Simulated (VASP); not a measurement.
# GaN (I4mm) in VASP: a series of runs, part 2 of 2

VASP 6.6.1. The steps go on from the part before.

## (3) Single point, PBEsol (one atom moved)

INCAR

```
  PREC = Accurate
  ENCUT = 520
  EDIFF = 1E-6
  ISMEAR = 0
  SIGMA = 0.05
  LREAL = F
  LASPH = T
  NELM = 100
  ALGO = Normal
  ISIF = 2
  LWAVE = F
  LCHARG = T
  GGA = PS
  LELF = T
  LVHAR = T
  NBANDS = 16
```

KPOINTS

```
Automatic mesh
0
Gamma
  14 14 14
```

POSCAR

```
GaN
1.0
    0.0000000000      2.1352350000      2.1352350000
    2.1352350000      0.0000000000      2.1352350000
    2.1352350000      2.1352350000      0.0000000000
Ga N
1 1
Direct
    0.0000000000      0.0000000000      0.0000000000
    0.5351249394      0.5351249394      0.4648750606
```

Potentials or basis: VASP PAW PBE potentials, release 64 (Ga_d, N).

Launch:

```bash
cat potpaw_PBE.64/Ga_d/POTCAR potpaw_PBE.64/N/POTCAR > POTCAR
mpirun -np 1 vasp_std > vasp.out
```

OUTCAR:

```text
PREC = Accurate
   ENCUT = 520
   EDIFF = 1E-6
   ISMEAR = 0
   LREAL = F
   LASPH = T
   NELM = 100
   ISIF = 2
   GGA = PS

 ion  position               nearest neighbor table
   1  0.000  0.000  0.000-   2 1.99   2 2.14   2 2.14   2 2.14   2 2.14   2 2.29
   2  0.535  0.535  0.465-   1 1.99   1 2.14   1 2.14   1 2.14   1 2.14   1 2.29

  LATTYP: Found a face centered cubic cell.
 ALAT       =     4.2704700000

  Lattice vectors:

 A1 = (   0.0000000000,   2.1352350000,   2.1352350000)
 A2 = (   2.1352350000,   0.0000000000,   2.1352350000)
 A3 = (   2.1352350000,   2.1352350000,   0.0000000000)

Analysis of symmetry for initial positions (statically):
=====================================================================
 Subroutine PRICEL returns:
 Original cell was already a primitive cell.

 Routine SETGRP: Setting up the symmetry group for a
 face centered cubic supercell.

 Subroutine GETGRP returns: Found  8 space group operations
 (whereof  8 operations were pure point group operations)
 out of a pool of 48 trial point group operations.

The static configuration has the point symmetry C_4v.

Analysis of symmetry for dynamics (positions and initial velocities):
=====================================================================
 Subroutine PRICEL returns:
 Original cell was already a primitive cell.

 Routine SETGRP: Setting up the symmetry group for a
 face centered cubic supercell.

 Subroutine GETGRP returns: Found  8 space group operations
 (whereof  8 operations were pure point group operations)
 out of a pool of 48 trial point group operations.

The dynamic configuration has the point symmetry C_4v.

 Subroutine INISYM returns: Found  8 space group operations
 (whereof  8 operations are pure point group operations),
 and found     1 'primitive' translations

----------------------------------------------------------------------------------------

                                     Primitive cell

[... 104 lines left out ...]
   EFERMI =   0.00;   METHOD = LEGACY
   ISMEAR =     0;   SIGMA  =   0.05  broadening in eV -4-tet -1-fermi 0-gaus
   EFERMI_NEDOS =   21; number of points for ismear=-14 and -15
   IALGO  =     38    algorithm
   IMIX   =      4    mixing-type and parameters
     AMIX     =   0.40;   BMIX     =  1.00
     AMIX_MAG =   1.60;   BMIX_MAG =  1.00
  volume/ion in A,a.u.               =       9.74        65.70
  Fermi-wavevector in a.u.,A,eV,Ry     =   1.594814  3.013761 34.605481  2.543431
  Thomas-Fermi vector in A             =   2.692830
   LORBIT       =      0    0 simple, 1 ext, 2 COOP (PROOUT), +10 PAW based schemes
   GGA     = PS    functional components
   LHFCALC =     F    Hartree Fock is set to
   AEXX    =    0.0000 exact exchange contribution
   IVDW    =     0    specifies the selected vdW correction
   LEPSILON=     F    determine dielectric tensor
   LRPA    =     F    only Hartree local field effects (RPA)
 non-spin polarized calculation
 Gauss-broadening in eV      SIGMA  =   0.05
  energy-cutoff  :      520.00
  volume of cell :       19.47
 maximum number of plane-waves:       544
   NGX = 11   NGY = 11   NGZ = 11

 number of electron      18.0000007 magnetization

 Free energy of the ion-electron system (eV)
  ---------------------------------------------------
  ext. energy  EPLUGINS =         0.00000000
  ---------------------------------------------------
  free energy    TOTEN  =       -12.22165463 eV

  energy without entropy =      -12.22165463  energy(sigma->0) =      -12.22165463

 E-fermi :   7.5562     XC(G=0): -13.0936

 val. band max:        7.3834211336   @ k =  -0.2143   0.1429   0.0000
 cond. band min:       7.7187766894   @ k =   0.0000   0.5000   0.5000
 fundamental gap:      0.3353555558
 Fermi energy:         7.5561766993

 k-point     1 :       0.0000    0.0000    0.0000
  band No.  band energies     occupation
      1      -9.6498      2.00000
      2      -6.5542      2.00000
      3      -6.5542      2.00000
      4      -6.5478      2.00000
      5      -6.4854      2.00000
      6      -6.4577      2.00000
[... 433 lines left out ...]
      3      -6.6843      2.00000
      4      -6.4331      2.00000
      5      -6.3469      2.00000
      6      -6.0279      2.00000
[... 8 lines left out ...]
     15      28.4915      0.00000
     16      29.0450      0.00000

 [... further k-points ...]
[... 5 lines left out ...]
  --------------------------------------------------------------------------------------
  -------------------------------------------------------------------------------------
  Total       -0.9658482     -0.9658482      0.1701799      0.0000000      0.0000000      0.0000000
  in kB      -79.4790023    -79.4790023     14.0039885      0.0000000      0.0000000      0.0000000
  external PRESSURE =     -48.3180053 kB  Pullay stress =       0.0000000 kB

 VOLUME and BASIS-vectors are now :
 -----------------------------------------------------------------------------
  energy-cutoff  :      520.00
  volume of cell :       19.47
      direct lattice vectors                 reciprocal lattice vectors
     0.000000000  2.135235000  2.135235000    -0.234166263  0.234166263  0.234166263
     2.135235000  0.000000000  2.135235000     0.234166263 -0.234166263  0.234166263
     2.135235000  2.135235000  0.000000000     0.234166263  0.234166263 -0.234166263

 POSITION                                       TOTAL-FORCE (eV/Angst)
 -----------------------------------------------------------------------------------
      0.00000      0.00000      0.00000         0.000000      0.000000      0.402225
      2.13524      2.13524      2.28523         0.000000      0.000000     -0.402225
 -----------------------------------------------------------------------------------
    total drift:                                0.000000      0.000000     -0.000003

  FREE ENERGIE OF THE ION-ELECTRON SYSTEM (eV)
  ---------------------------------------------------
  free  energy   TOTEN  =       -12.2216546297 eV

  energy  without entropy=      -12.2216546287  energy(sigma->0) =      -12.22165463
```

OSZICAR:

```text
N       E                     dE             d eps       ncg     rms          rms(c)
DAV:   1     0.702502577768E+02    0.70250E+02   -0.92894E+03  9168   0.212E+03
DAV:   2    -0.952752527512E+01   -0.79778E+02   -0.74606E+02  9008   0.314E+02
DAV:   3    -0.138048035950E+02   -0.42773E+01   -0.42632E+01  9176   0.623E+01
DAV:   4    -0.138429604631E+02   -0.38157E-01   -0.38153E-01  9688   0.619E+00
DAV:   5    -0.138434341350E+02   -0.47367E-03   -0.47367E-03  9392   0.625E-01    0.680E+00
DAV:   6    -0.122653501865E+02    0.15781E+01   -0.38755E+00 11648   0.393E+01    0.240E+00
DAV:   7    -0.122438275660E+02    0.21523E-01   -0.18588E-01  9304   0.460E+00    0.151E+00
DAV:   8    -0.122231475109E+02    0.20680E-01   -0.33311E-02  9480   0.177E+00    0.489E-01
DAV:   9    -0.122216777103E+02    0.14698E-02   -0.51736E-03  9920   0.135E+00    0.119E-01
DAV:  10    -0.122216618984E+02    0.15812E-04   -0.58547E-04  9272   0.262E-01    0.591E-02
DAV:  11    -0.122216539744E+02    0.79240E-05   -0.24000E-05 10112   0.547E-02    0.360E-03
DAV:  12    -0.122216546297E+02   -0.65534E-06   -0.14939E-06  8168   0.122E-02
   1 F= -.12221655E+02 E0= -.12221655E+02  d E =-.106758E-08
```

Run time: 36 s. Hardware: 1 thread of Intel Xeon 6975P-C (Granite Rapids), shared host; peak memory 0.19 GiB.

What came out:

```yaml
Free_energy: -12.2217 eV
Pressure: -4.8 GPa
Largest_force: 0.402 eV/Å
Band_gap_on_the_k_mesh: 0.34 eV, indirect (least direct gap 2.32 eV)
```

Forces on the atoms (eV/Å):
```
Ga   0.000  0.000  0.402
N    0.000  0.000 -0.402
```

Caveat: the cell differs from its parent crystal (one atom moved); the PAW data sets were made with another functional, which shifts forces and pressure a little. A k mesh can miss the band edges.
